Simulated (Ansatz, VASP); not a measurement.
One calculation of AgBr, two programs

```xyz
2
Lattice="0.0000 2.8470 2.8470 2.8470 0.0000 2.8470 2.8470 2.8470 0.0000" Properties=species:S:1:pos:R:3 pbc="T T T"
Ag    2.8470    2.8470    2.8470
Br    0.0000    0.0000    0.0000
```

Change from the starting cell: volume scaled by 0.96, crystal datasets.

Alike in both runs: task electric field gradients; functional LDA; k mesh 7 × 7 × 7; occupations fermi-dirac, width 0.03 eV; no spin polarisation.

|  | VASP | Ansatz |
| --- | --- | --- |
| version | VASP 6.6.1 | Ansatz 0.2.0 |
| potentials or method | VASP PAW LDA potentials, release 64 (Ag, Br), cutoff 400 eV | all-electron PAW with datasets made for the crystal, scalar-relativistic |

VASP gave:

```
pressure (GPa) : -3.3
```

Problem. What did Ansatz give for the same quantities?

Solution. Pressure (GPa): -3.2.

LDA's correlation is that of Perdew and Zunger in VASP and of Perdew and Wang (1992) in Ansatz. Ansatz ran all-electron here, and VASP with PAW potentials.
